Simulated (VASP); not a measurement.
# GaN (P-6m2) in VASP: further runs

GaN is run at these levels: PBE; tasks: single point, relaxation of cell and atoms.

Everything below comes from runs of VASP 6.6.1. Logs are shortened: lines on timing, memory, paths and dates and some standing lists are left out, and cuts for length are marked.

## (1) The cell of the first run

The structure is hexagonal, space group P-6m2 (No. 187). Conventional cell: a = 2.996 Å, b = 2.996 Å, c = 2.676 Å, α = 90.00°, β = 90.00°, γ = 120.00°. Within 2.9 Å of Ga (site symmetry -6m2) lie 6 N at 2.19 Å and 2 Ga at 2.68 Å. N (site symmetry -6m2) has 6 Ga at 2.19 Å and 2 N at 2.68 Å within 2.9 Å.

## (2) Single point, PBE

The input, INCAR:

```
SYSTEM = GaN
PREC     = Accurate       ! precision mode
ENCUT    = 520            ! plane-wave cutoff, eV
EDIFF    = 1E-7           ! SCF threshold, eV
ISMEAR   = 0              ! smearing method
SIGMA    = 0.1            ! smearing width, eV
LREAL    = .False.        ! projectors in reciprocal space
LASPH    = .True.         ! aspherical terms in the spheres
NELM     = 100            ! most SCF steps
ALGO     = Normal         ! electronic algorithm
ISIF     = 2              ! what is computed and relaxed
LWAVE    = .False.        ! write WAVECAR
LCHARG   = .False.        ! write CHGCAR
GGA      = PE             ! functional
NBANDS   = 16             ! bands
```

The input, KPOINTS:

```
Automatic mesh
0
Gamma
  6 6 6
  0 0 0
```

The input, POSCAR:

```
GaN
1.0
    2.9956605046      0.0000000000      0.0000000000
   -1.4978302523      2.5943180981      0.0000000000
    0.0000000000      0.0000000000      2.6757328740
Ga N
1 1
Direct
    0.6666666667      0.3333333333      0.5000000000
    0.0000000000      0.0000000000      0.0000000000
```

Potentials or basis: VASP PAW PBE potentials, release 64 (Ga_d, N).

On the command line:

```console
$ cat potpaw_PBE.64/Ga_d/POTCAR potpaw_PBE.64/N/POTCAR > POTCAR
$ mpirun -np 1 vasp_std > vasp.out
```

OUTCAR:

```text
SYSTEM = GaN
   PREC = Accurate
   ENCUT = 520
   EDIFF = 1E-7
   ISMEAR = 0
   LREAL = .False.
   LASPH = .True.
   NELM = 100
   ISIF = 2
   GGA = PE

 ion  position               nearest neighbor table
   1  0.667  0.333  0.500-   2 2.19   2 2.19   2 2.19   2 2.19   2 2.19   2 2.19
   2  0.000  0.000  0.000-   1 2.19   1 2.19   1 2.19   1 2.19   1 2.19   1 2.19

  LATTYP: Found a hexagonal cell.
 ALAT       =     2.9956605046
 C/A-ratio  =     0.8932029747

  Lattice vectors:

 A1 = (   2.9956605046,   0.0000000000,   0.0000000000)
 A2 = (  -1.4978302523,   2.5943180981,   0.0000000000)
 A3 = (   0.0000000000,   0.0000000000,   2.6757328740)

Analysis of symmetry for initial positions (statically):
=====================================================================
 Subroutine PRICEL returns:
 Original cell was already a primitive cell.

 Routine SETGRP: Setting up the symmetry group for a
 hexagonal supercell.

 Subroutine GETGRP returns: Found 12 space group operations
 (whereof 12 operations were pure point group operations)
 out of a pool of 24 trial point group operations.

The static configuration has the point symmetry D_3h.

Analysis of symmetry for dynamics (positions and initial velocities):
=====================================================================
 Subroutine PRICEL returns:
 Original cell was already a primitive cell.

 Routine SETGRP: Setting up the symmetry group for a
 hexagonal supercell.

 Subroutine GETGRP returns: Found 12 space group operations
 (whereof 12 operations were pure point group operations)
 out of a pool of 24 trial point group operations.

The dynamic configuration has the point symmetry D_3h.

 Subroutine INISYM returns: Found 12 space group operations
 (whereof 12 operations are pure point group operations),
 and found     1 'primitive' translations

----------------------------------------------------------------------------------------

                                     Primitive cell

  volume of cell :      20.7950

  direct lattice vectors                    reciprocal lattice vectors
     2.995660505  0.000000000  0.000000000     0.333816198  0.192728872  0.000000000
    -1.497830252  2.594318098  0.000000000     0.000000000  0.385457743  0.000000000
     0.000000000  0.000000000  2.675732874     0.000000000  0.000000000  0.373729384

  length of vectors
     2.995660505  2.995660505  2.675732874     0.385457743  0.385457743  0.373729384

  position of ions in fractional coordinates (direct lattice)
     0.666666667  0.333333333  0.500000000
     0.000000000  0.000000000  0.000000000

  ion indices of the primitive-cell ions
   primitive index   ion index
                 1           1
                 2           2

----------------------------------------------------------------------------------------

 KPOINTS: Automatic mesh

Automatic generation of k-mesh.
 Grid dimensions read from file:
 generate k-points for:    6    6    6

 Generating k-lattice:

  Cartesian coordinates                     Fractional coordinates (reciprocal lattice)
     0.055636033  0.032121479  0.000000000     0.166666667 -0.000000000  0.000000000
     0.000000000  0.064242957  0.000000000     0.000000000  0.166666667  0.000000000
     0.000000000  0.000000000  0.062288231     0.000000000  0.000000000  0.166666667

  Length of vectors
     0.064242957  0.064242957  0.062288231

  Shift w.r.t. Gamma in fractional coordinates (k-lattice)
     0.000000000  0.000000000  0.000000000

 Subroutine IBZKPT returns following result:
 ===========================================

 Found     28 irreducible k-points:

 Following reciprocal coordinates:
            Coordinates               Weight
  0.000000  0.000000  0.000000      1.000000
  0.166667 -0.000000  0.000000      6.000000
  0.333333 -0.000000  0.000000      6.000000
  0.500000 -0.000000  0.000000      3.000000
  0.166667  0.166667  0.000000      6.000000
  0.333333  0.166667  0.000000     12.000000
[... 16 lines left out ...]
  0.166667 -0.000000  0.500000      6.000000
  0.333333 -0.000000  0.500000      6.000000
 [... further k-points ...]
   k-points           NKPTS =     28   k-points in BZ     NKDIM =     28   number of bands    NBANDS=     16
   number of dos      NEDOS =    301   number of ions     NIONS =      2
   total plane-waves  NPLWV =  11520
   dimension x,y,z NGX =    24 NGY =   24 NGZ =   20
   dimension x,y,z NGXF=    48 NGYF=   48 NGZF=   40
   ions per type =               1   1
   NGX,Y,Z   is equivalent  to a cutoff of  13.32, 13.32, 12.43 a.u.
   NGXF,Y,Z  is equivalent  to a cutoff of  26.64, 26.64, 24.85 a.u.
 SYSTEM =  GaN
   PREC   = accura    normal or accurate (medium, high low for compatibility)
   ISTART =      0    job   : 0-new  1-cont  2-samecut
   ICHARG =      2    charge: 1-file 2-atom 10-const
   ISPIN  =      1    spin polarized calculation?
   LNONCOLLINEAR =      F non collinear calculations
   LSORBIT =      F    spin-orbit coupling
   LASPH  =      T    aspherical Exc in radial PAW
   ENCUT  =  520.0 eV  38.22 Ry    6.18 a.u.   5.57  5.57  4.98*2*pi/ulx,y,z
   NELM   =    100;   NELMIN=  2; NELMDL= -5     # of ELM steps
   EDIFF  = 0.1E-06   stopping-criterion for ELM
   LREAL  =      F    real-space projection
   EDIFFG = 0.1E-05   stopping-criterion for IOM
   NSW    =      0    number of steps for IOM
   IBRION =     -1    ionic relax: 0-MD 1-quasi-New 2-CG
   NFREE  =      0    steps in history (QN), initial steepest desc. (CG)
   ISIF   =      2    stress and relaxation
   ISYM   =      2    0-nonsym 1-usesym 2-fastsym
   POTIM  = 0.5000    time-step for ionic-motion
   TEBEG  =    0.0;   TEEND  =   0.0 temperature during run
   PSTRESS=    0.0 pullay stress
   NELECT =      18.0000    total number of electrons
   NUPDOWN=      -1.0000    fix difference up-down
   EMIN   =  10.00;   EMAX   =-10.00  energy-range for DOS
   EFERMI =   0.00;   METHOD = LEGACY
   ISMEAR =     0;   SIGMA  =   0.10  broadening in eV -4-tet -1-fermi 0-gaus
   EFERMI_NEDOS =   21; number of points for ismear=-14 and -15
   IALGO  =     38    algorithm
   IMIX   =      4    mixing-type and parameters
     AMIX     =   0.40;   BMIX     =  1.00
     AMIX_MAG =   1.60;   BMIX_MAG =  1.00
  volume/ion in A,a.u.               =      10.40        70.17
  Fermi-wavevector in a.u.,A,eV,Ry     =   1.560197  2.948345 33.119507  2.434215
  Thomas-Fermi vector in A             =   2.663444
   LORBIT       =      0    0 simple, 1 ext, 2 COOP (PROOUT), +10 PAW based schemes
   GGA     = PE    functional components
   LHFCALC =     F    Hartree Fock is set to
   AEXX    =    0.0000 exact exchange contribution
   IVDW    =     0    specifies the selected vdW correction
   LEPSILON=     F    determine dielectric tensor
   LRPA    =     F    only Hartree local field effects (RPA)
 non-spin polarized calculation
 Gauss-broadening in eV      SIGMA  =   0.10
  energy-cutoff  :      520.00
  volume of cell :       20.79
 maximum number of plane-waves:       576
 NGX is ok and might be reduce to    24
   NGX = 11   NGY = 11   NGZ =  9

 number of electron      18.0000009 magnetization

 Free energy of the ion-electron system (eV)
  ---------------------------------------------------
  ext. energy  EPLUGINS =         0.00000000
  ---------------------------------------------------
  free energy    TOTEN  =       -10.27843024 eV

  energy without entropy =      -10.27578065  energy(sigma->0) =      -10.27710545

 E-fermi :   7.3818     XC(G=0): -12.5174

 val. band max:        7.2600316964   @ k =   0.0000   0.0000   0.5000
 cond. band min:       7.4728557345   @ k =   0.3333   0.1667   0.0000
 fundamental gap:      0.2128240381
 Fermi energy:         7.3817668841

 k-point     1 :       0.0000    0.0000    0.0000
  band No.  band energies     occupation
      1      -9.7745      2.00000
      2      -7.6060      2.00000
      3      -7.4277      2.00000
      4      -7.4277      2.00000
      5      -7.1202      2.00000
      6      -7.1202      2.00000
[... 8 lines left out ...]
     15      22.9956      0.00000
     16      28.6401      0.00000

 k-point     2 :       0.1667   -0.0000    0.0000
  band No.  band energies     occupation
      1      -9.3890      2.00000
      2      -7.5917      2.00000
      3      -7.3802      2.00000
      4      -7.3655      2.00000
      5      -7.1575      2.00000
      6      -7.1261      2.00000
[... 8 lines left out ...]
     15      24.4474      0.00000
     16      28.5719      0.00000

 k-point     3 :       0.3333   -0.0000    0.0000
  band No.  band energies     occupation
      1      -8.6198      2.00000
      2      -7.5831      2.00000
      3      -7.2366      2.00000
      4      -7.2297      2.00000
      5      -7.1380      2.00000
      6      -6.9707      2.00000
[... 8 lines left out ...]
     15      25.6346      0.00000
     16      29.7339      0.00000

 k-point     4 :       0.5000   -0.0000    0.0000
  band No.  band energies     occupation
      1      -8.3475      2.00000
      2      -7.5699      2.00000
      3      -7.2648      2.00000
      4      -7.1698      2.00000
      5      -7.1439      2.00000
      6      -6.3353      2.00000
[... 8 lines left out ...]
     15      27.5850      0.00000
     16      29.6130      0.00000

 k-point     5 :       0.1667    0.1667    0.0000
  band No.  band energies     occupation
      1      -8.7974      2.00000
      2      -7.5791      2.00000
      3      -7.3447      2.00000
      4      -7.2059      2.00000
      5      -7.1411      2.00000
      6      -7.0796      2.00000
[... 8 lines left out ...]
     15      25.3628      0.00000
     16      28.4200      0.00000

 k-point     6 :       0.3333    0.1667    0.0000
  band No.  band energies     occupation
      1      -8.3317      2.00000
      2      -7.5650      2.00000
      3      -7.2661      2.00000
      4      -7.2488      2.00000
      5      -7.1601      2.00000
      6      -6.3284      2.00000
[... 8 lines left out ...]
     15      25.9001      0.00000
     16      27.6698      0.00000

 k-point     7 :       0.3333    0.3333    0.0000
  band No.  band energies     occupation
      1      -8.2175      2.00000
      2      -7.5545      2.00000
      3      -7.3002      2.00000
      4      -7.2428      2.00000
      5      -7.1865      2.00000
      6      -5.8637      2.00000
[... 8 lines left out ...]
     15      25.3791      0.00000
     16      25.4973      0.00000

 k-point     8 :       0.0000    0.0000    0.1667
  band No.  band energies     occupation
      1      -9.3225      2.00000
      2      -7.5203      2.00000
      3      -7.4097      2.00000
      4      -7.4097      2.00000
      5      -7.1772      2.00000
      6      -7.1772      2.00000
[... 8 lines left out ...]
     15      24.4173      0.00000
     16      26.4976      0.00000

 k-point     9 :       0.1667   -0.0000    0.1667
  band No.  band energies     occupation
      1      -8.9954      2.00000
      2      -7.5006      2.00000
      3      -7.3688      2.00000
      4      -7.3518      2.00000
      5      -7.1858      2.00000
      6      -7.1561      2.00000
[... 8 lines left out ...]
     15      25.7792      0.00000
     16      26.4339      0.00000
[... 172 lines left out ...]
 k-point    19 :       0.1667    0.1667    0.3333
  band No.  band energies     occupation
      1      -8.2139      2.00000
      2      -7.4299      2.00000
      3      -7.3474      2.00000
      4      -7.2958      2.00000
      5      -7.1798      2.00000
      6      -6.1036      2.00000
[... 8 lines left out ...]
     15      26.0470      0.00000
     16      27.5406      0.00000

 k-point    20 :       0.3333    0.1667    0.3333
  band No.  band energies     occupation
      1      -8.2374      2.00000
      2      -7.4710      2.00000
      3      -7.3960      2.00000
      4      -7.2210      2.00000
      5      -7.1300      2.00000
      6      -5.0436      2.00000
[... 8 lines left out ...]
     15      27.4601      0.00000
     16      28.8434      0.00000

 k-point    21 :       0.3333    0.3333    0.3333
  band No.  band energies     occupation
      1      -8.2171      2.00000
      2      -7.4838      2.00000
      3      -7.3667      2.00000
      4      -7.2682      2.00000
      5      -7.1329      2.00000
      6      -4.6091      2.00000
[... 8 lines left out ...]
     15      28.0220      0.00000
     16      30.7083      0.00000

 k-point    22 :       0.0000    0.0000    0.5000
  band No.  band energies     occupation
      1      -7.3494      2.00000
      2      -7.3494      2.00000
      3      -7.3490      2.00000
      4      -7.3490      2.00000
      5      -7.2965      2.00000
      6      -7.1744      2.00000
[... 8 lines left out ...]
     15      24.2785      0.00000
     16      24.2884      0.00000

 k-point    23 :       0.1667   -0.0000    0.5000
  band No.  band energies     occupation
      1      -7.8887      2.00000
      2      -7.3935      2.00000
      3      -7.3705      2.00000
      4      -7.2984      2.00000
      5      -7.2072      2.00000
      6      -6.2744      2.00000
[... 8 lines left out ...]
     15      25.3731      0.00000
     16      25.3767      0.00000

 k-point    24 :       0.3333   -0.0000    0.5000
  band No.  band energies     occupation
      1      -8.2010      2.00000
      2      -7.4728      2.00000
      3      -7.4127      2.00000
      4      -7.1953      2.00000
      5      -7.0551      2.00000
      6      -5.0697      2.00000
[... 8 lines left out ...]
     15      26.6044      0.00000
     16      28.1851      0.00000

 [... further k-points ...]
[... 5 lines left out ...]
  --------------------------------------------------------------------------------------
  -------------------------------------------------------------------------------------
  Total        0.0798507      0.0798507      0.0939103     -0.0000000     -0.0000000      0.0000000
  in kB        6.1522056      6.1522056      7.2354474     -0.0000000     -0.0000000      0.0000000
  external PRESSURE =       6.5132862 kB  Pullay stress =       0.0000000 kB

 VOLUME and BASIS-vectors are now :
 -----------------------------------------------------------------------------
  energy-cutoff  :      520.00
  volume of cell :       20.79
      direct lattice vectors                 reciprocal lattice vectors
     2.995660505  0.000000000  0.000000000     0.333816198  0.192728872  0.000000000
    -1.497830252  2.594318098  0.000000000     0.000000000  0.385457743  0.000000000
     0.000000000  0.000000000  2.675732874     0.000000000  0.000000000  0.373729384

 POSITION                                       TOTAL-FORCE (eV/Angst)
 -----------------------------------------------------------------------------------
      1.49783      0.86477      1.33787         0.000000      0.000000      0.000000
      0.00000      0.00000      0.00000        -0.000000     -0.000000      0.000000
 -----------------------------------------------------------------------------------
    total drift:                                0.000002     -0.000001      0.000000

  FREE ENERGIE OF THE ION-ELECTRON SYSTEM (eV)
  ---------------------------------------------------
  free  energy   TOTEN  =       -10.2784302437 eV

  energy  without entropy=      -10.2757806549  energy(sigma->0) =      -10.27710545
```

It took 5.3 s on 1 thread of Intel Xeon Platinum 8559C (Emerald Rapids), shared host; peak memory 0.13 GiB.

Results:

- Free energy: -10.2784 eV
- Pressure: 0.7 GPa
- Band gap on the k mesh: zero (band 9 reaches 7.65 eV, above the bottom of band 10 at 6.66 eV)

Stress tensor (GPa, compression positive):
```
0.62 0.00 0.00
0.00 0.62 0.00
0.00 0.00 0.72
```

Caveat: the k points lie up to 0.40 Å⁻¹ apart.

## (3) Single point, PBE

This run uses another cell than the first one, of 11.67 Å³/atom, 1.122 times its volume.

The input, INCAR:

```
SYSTEM = GaN
  ALGO = Normal
  EDIFF = 1E-7
  ENCUT = 520
  GGA = PE
  ISIF = 2
  ISMEAR = 0
  LASPH = .True.
  LCHARG = .False.
  LREAL = .False.
  LWAVE = .False.
  NBANDS = 16
  NELM = 100
  PREC = Accurate
  SIGMA = 0.1
```

The input, KPOINTS:

```
k-points
0
Gamma
  6 6 6
  0 0 0
```

The input, POSCAR:

```
GaN
1.0
    3.0233078800      0.0000000000      0.0000000000
   -1.5116539400      2.6182614200      0.0000000000
    0.0000000000      0.0000000000      2.9487791000
Ga N
1 1
Direct
    0.6666666700      0.3333333300      0.5000000000
    0.0000000000      0.0000000000      0.0000000000
```

Potentials or basis: VASP PAW PBE potentials, release 64 (Ga_d, N).

On the command line:

```console
$ cat potpaw_PBE.64/Ga_d/POTCAR potpaw_PBE.64/N/POTCAR > POTCAR
$ mpirun -np 1 vasp_std > vasp.out
```

Wall time 5.6 s (1 thread of Intel Xeon Platinum 8559C (Emerald Rapids), shared host); peak memory 0.14 GiB.

Results (log left out):

| Property | Result |
| --- | --- |
| Free energy | -10.0082 eV |
| Pressure | -15.4 GPa |
| Band gap on the k mesh | zero (band 9 reaches 6.19 eV, above the bottom of band 10 at 5.40 eV) |

Stress tensor (GPa, compression positive):
```
 -5.45   0.00   0.00
  0.00  -5.45   0.00
  0.00   0.00 -35.37
```

Levels at points of the mesh, in eV from the Fermi level:
```csv
k point,band 7,band 8,band 9,band 10,band 11,band 12
"(0.00, 0.00, 0.00)",-1.70,-1.28,-0.20,-0.20,10.22,10.22
"(0.50, 0.00, 0.00)",-7.27,-1.74,-0.22,2.19,5.86,10.33
"(0.00, 0.00, 0.50)",-8.72,0.38,0.38,5.14,5.49,12.02
"(0.50, 0.00, 0.50)",-5.22,-4.49,-1.42,-0.27,7.01,7.68
```

Caveat: the k points lie up to 0.40 Å⁻¹ apart.

(Part 1 of 2 ends here.)
